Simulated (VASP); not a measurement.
# CdS (F-43m) in VASP: dielectric tensor with PBE

Aim: the dielectric tensor of CdS with PBE.

Everything below comes from runs of VASP 6.6.1. Logs are shortened: lines on timing, memory, paths and dates and some standing lists are left out, and cuts for length are marked.

### Step 1. The cell of the first run

Symmetry: F-43m, No. 216, cubic system. Conventional cell: a = 5.878 Å, b = 5.878 Å, c = 5.878 Å, α = 90.00°, β = 90.00°, γ = 90.00°. Within 3.4 Å of Cd (site symmetry -43m) lie 4 S at 2.55 Å. S (site symmetry -43m) has 4 Cd at 2.55 Å within 3.4 Å.

### Step 2. Dielectric tensor, PBE

The input, INCAR:

```
SYSTEM = CdS
PREC = Accurate ; ENCUT = 520
EDIFF = 1E-8 ; ISMEAR = 0
SIGMA = 0.01 ; LREAL = .False.
LASPH = .True. ; NELM = 80
ALGO = Normal ; ISIF = 2
LWAVE = .False. ; LCHARG = .False.
GGA = PE ; LEPSILON = .True.
```

The input, KPOINTS:

```
Automatic mesh
0
Gamma
  6 6 6
  0 0 0
```

The input, POSCAR:

```
CdS
1.0
    0.0000000000      2.9392087863      2.9392087863
    2.9392087863      0.0000000000      2.9392087863
    2.9392087863      2.9392087863      0.0000000000
Cd S
1 1
Direct
    0.0000000000      0.0000000000      0.0000000000
    0.2500000000      0.2500000000      0.2500000000
```

Potentials or basis: VASP PAW PBE potentials, release 64 (Cd, S).

Command:

```bash
> cat potpaw_PBE.64/Cd/POTCAR potpaw_PBE.64/S/POTCAR > POTCAR
> mpirun -np 1 vasp_std > vasp.out
```

OUTCAR:

```text
SYSTEM = CdS
   PREC = Accurate
   ENCUT = 520
   EDIFF = 1E-8
   ISMEAR = 0
   LREAL = .False.
   LASPH = .True.
   NELM = 80
   ISIF = 2
   GGA = PE
   LEPSILON = .True.

 ion  position               nearest neighbor table
   1  0.000  0.000  0.000-   2 2.55   2 2.55   2 2.55   2 2.55
   2  0.250  0.250  0.250-   1 2.55   1 2.55   1 2.55   1 2.55

  LATTYP: Found a face centered cubic cell.
 ALAT       =     5.8784175726

  Lattice vectors:

 A1 = (   0.0000000000,   2.9392087863,   2.9392087863)
 A2 = (   2.9392087863,   0.0000000000,   2.9392087863)
 A3 = (   2.9392087863,   2.9392087863,   0.0000000000)

Analysis of symmetry for initial positions (statically):
=====================================================================
 Subroutine PRICEL returns:
 Original cell was already a primitive cell.

 Routine SETGRP: Setting up the symmetry group for a
 face centered cubic supercell.

 Subroutine GETGRP returns: Found 24 space group operations
 (whereof 24 operations were pure point group operations)
 out of a pool of 48 trial point group operations.

The static configuration has the point symmetry T_d .

Analysis of symmetry for dynamics (positions and initial velocities):
=====================================================================
 Subroutine PRICEL returns:
 Original cell was already a primitive cell.

 Routine SETGRP: Setting up the symmetry group for a
 face centered cubic supercell.

 Subroutine GETGRP returns: Found 24 space group operations
 (whereof 24 operations were pure point group operations)
 out of a pool of 48 trial point group operations.

The dynamic configuration has the point symmetry T_d .

 Subroutine INISYM returns: Found 24 space group operations
 (whereof 24 operations are pure point group operations),
 and found     1 'primitive' translations

----------------------------------------------------------------------------------------

                                     Primitive cell

  volume of cell :      50.7833

  direct lattice vectors                    reciprocal lattice vectors
     0.000000000  2.939208786  2.939208786    -0.170113808  0.170113808  0.170113808
     2.939208786  0.000000000  2.939208786     0.170113808 -0.170113808  0.170113808
     2.939208786  2.939208786  0.000000000     0.170113808  0.170113808 -0.170113808

  length of vectors
     4.156668928  4.156668928  4.156668928     0.294645759  0.294645759  0.294645759

  position of ions in fractional coordinates (direct lattice)
     0.000000000  0.000000000  0.000000000
     0.250000000  0.250000000  0.250000000

  ion indices of the primitive-cell ions
   primitive index   ion index
                 1           1
                 2           2

----------------------------------------------------------------------------------------

 KPOINTS: Automatic mesh

Automatic generation of k-mesh.
 Grid dimensions read from file:
 generate k-points for:    6    6    6

 Generating k-lattice:

  Cartesian coordinates                     Fractional coordinates (reciprocal lattice)
    -0.028352301  0.028352301  0.028352301     0.166666667  0.000000000  0.000000000
     0.028352301 -0.028352301  0.028352301     0.000000000  0.166666667  0.000000000
     0.028352301  0.028352301 -0.028352301     0.000000000  0.000000000  0.166666667

  Length of vectors
     0.049107627  0.049107627  0.049107627

  Shift w.r.t. Gamma in fractional coordinates (k-lattice)
     0.000000000  0.000000000  0.000000000
[... 67 lines left out ...]
   GGA     = PE    functional components
   LHFCALC =     F    Hartree Fock is set to
   AEXX    =    0.0000 exact exchange contribution
   IVDW    =     0    specifies the selected vdW correction
   LEPSILON=     T    determine dielectric tensor
   LRPA    =     F    only Hartree local field effects (RPA)
 non-spin polarized calculation
 Gauss-broadening in eV      SIGMA  =   0.01
  energy-cutoff  :      520.00
  volume of cell :       50.78
 maximum number of plane-waves:      1381
   NGX = 15   NGY = 15   NGZ = 15

--------------------------------------- Ionic step        1  -------------------------------------------

 number of electron      18.0000005 magnetization

 E-fermi :   1.1850     XC(G=0):  -9.0402

 val. band max:        1.1198040629   @ k =   0.0000   0.0000   0.0000
 cond. band min:       2.2170863751   @ k =   0.0000   0.0000   0.0000
 fundamental gap:      1.0972823122
 Fermi energy:         1.1849753498

 k-point     1 :       0.0000    0.0000    0.0000
  band No.  band energies     occupation
      1     -11.1095      2.00000
      2      -6.5288      2.00000
      3      -6.5288      2.00000
      4      -6.5288      2.00000
      5      -6.0804      2.00000
      6      -6.0804      2.00000
      7       1.1198      2.00000
      8       1.1198      2.00000
      9       1.1198      2.00000
     10       2.2171      0.00000
     11       7.6686      0.00000
     12       7.6686      0.00000
     13       7.6686      0.00000
[... 226 lines left out ...]
  band No.  band energies     occupation
      1     -10.5820      2.00000
      2      -6.3109      2.00000
      3      -6.2739      2.00000
      4      -6.1523      2.00000
      5      -6.0406      2.00000
      6      -5.5266      2.00000
      7      -2.6867      2.00000
      8      -0.9594      2.00000
      9      -0.9147      2.00000
     10       5.8623      0.00000
     11       6.1527      0.00000
     12       9.2611      0.00000
     13       9.4992      0.00000

  FORCE on cell =-STRESS in cart. coord.  units (eV):
  Direction    XX          YY          ZZ          XY          YZ          ZX
  --------------------------------------------------------------------------------------
  -------------------------------------------------------------------------------------
  Total        0.5447397      0.5447397      0.5447397     -0.0000000     -0.0000000     -0.0000000
  in kB       17.1861395     17.1861395     17.1861395     -0.0000000     -0.0000000     -0.0000000
  external PRESSURE =      17.1861395 kB  Pullay stress =       0.0000000 kB

 VOLUME and BASIS-vectors are now :
 -----------------------------------------------------------------------------
  energy-cutoff  :      520.00
  volume of cell :       50.78
      direct lattice vectors                 reciprocal lattice vectors
     0.000000000  2.939208786  2.939208786    -0.170113808  0.170113808  0.170113808
     2.939208786  0.000000000  2.939208786     0.170113808 -0.170113808  0.170113808
     2.939208786  2.939208786  0.000000000     0.170113808  0.170113808 -0.170113808

 POSITION                                       TOTAL-FORCE (eV/Angst)
 -----------------------------------------------------------------------------------
      0.00000      0.00000      0.00000        -0.000000     -0.000000      0.000000
      1.46960      1.46960      1.46960         0.000000      0.000000     -0.000000
 -----------------------------------------------------------------------------------
    total drift:                               -0.000000     -0.000000     -0.000000

  FREE ENERGIE OF THE ION-ELECTRON SYSTEM (eV)
  ---------------------------------------------------
  free  energy   TOTEN  =        -6.1371209989 eV

  energy  without entropy=       -6.1371209989  energy(sigma->0) =       -6.13712100

 HEAD OF MICROSCOPIC STATIC DIELECTRIC TENSOR (INDEPENDENT PARTICLE, excluding Hartree and local field effects)
 ------------------------------------------------------
           7.772180     0.000000     0.000000
          -0.000000     7.772180     0.000000
          -0.000000     0.000000     7.772180
 ------------------------------------------------------

 Free energy of the ion-electron system (eV)
  ---------------------------------------------------
  ---------------------------------------------------
  free energy    TOTEN  =        -0.97560801 eV

  energy without entropy =       -0.97560801

------------------------ aborting loop because EDIFF is reached ----------------------------------------

--------------------------------------- Ionic step        2  -------------------------------------------

------------------------ aborting loop because EDIFF is reached ----------------------------------------

--------------------------------------- Ionic step        3  -------------------------------------------

 Free energy of the ion-electron system (eV)
  ---------------------------------------------------
  ---------------------------------------------------
  free energy    TOTEN  =        -0.97560882 eV

  energy without entropy =       -0.97560882

------------------------ aborting loop because EDIFF is reached ----------------------------------------

 PIEZOELECTRIC TENSOR FIELD DIRECTION 3  (e Angst)
 -----------------------------------------------------------------------------
    -0.00043 -2.11638  0.00000           (  0.00000  0.03634  0.00000)
    -2.11638 -0.00043  0.00000           (  0.03634  0.00000  0.00000)
     0.00000  0.00000 -0.00061           (  0.00000  0.00000 -0.00000)

 PIEZOELECTRIC TENSOR FIELD DIRECTION 3  (C/m^2)
 -----------------------------------------------------------------------------
    -0.00014 -0.66770  0.00000
    -0.66770 -0.00014  0.00000
     0.00000  0.00000 -0.00019

 MACROSCOPIC STATIC DIELECTRIC TENSOR (including local field effects in DFT)
 ------------------------------------------------------
           7.476271    -0.000000    -0.000000
           0.000000     7.476271     0.000000
           0.000000    -0.000000     7.476271
 ------------------------------------------------------

 PIEZOELECTRIC TENSOR (including local field effects)  for field in x, y, z        (e  Angst)
          XX          YY          ZZ          XY          YZ          ZX
  --------------------------------------------------------------------------------
  x    -0.00000     0.00000     0.00000     0.00000    -2.13811     0.00000
  y     0.00000    -0.00000    -0.00000     0.00000     0.00000    -2.13811
  z    -0.00000     0.00000    -0.00000    -2.13811     0.00000     0.00000

 PIEZOELECTRIC TENSOR (including local field effects)  for field in x, y, z        (C/m^2)
          XX          YY          ZZ          XY          YZ          ZX
  --------------------------------------------------------------------------------
  x    -0.00000     0.00000     0.00000     0.00000    -0.67456     0.00000
  y     0.00000    -0.00000    -0.00000     0.00000     0.00000    -0.67456
  z    -0.00000     0.00000    -0.00000    -0.67456     0.00000     0.00000

 BORN EFFECTIVE CHARGES (including local field effects) (in |e|, cummulative output)
 ---------------------------------------------------------------------------------
 ion    1
    1     2.30182     0.00000     0.00000
    2    -0.00000     2.30182    -0.00000
    3     0.00000    -0.00000     2.30182
 ion    2
    1    -2.30182    -0.00000     0.00000
    2     0.00000    -2.30182     0.00000
    3     0.00000     0.00000    -2.30182
```

Run time: 4.2 min. Hardware: 1 thread of AMD EPYC 7R13, shared host; peak memory 0.21 GiB.

Results:

```yaml
Band_gap_on_the_k_mesh: 1.10 eV, direct
Electronic_dielectric_tensor_diagonal: 7.48
Born_charges_mean_of_the_diagonal: Cd +2.30; S -2.30 e
```

Electronic dielectric tensor:
```
7.48 0.00 0.00
0.00 7.48 0.00
0.00 0.00 7.48
```

Born effective charge tensors (e):
atom 1, Cd
```
2.30 0.00 0.00
0.00 2.30 0.00
0.00 0.00 2.30
```
atom 2, S
```
-2.30  0.00  0.00
 0.00 -2.30  0.00
 0.00  0.00 -2.30
```
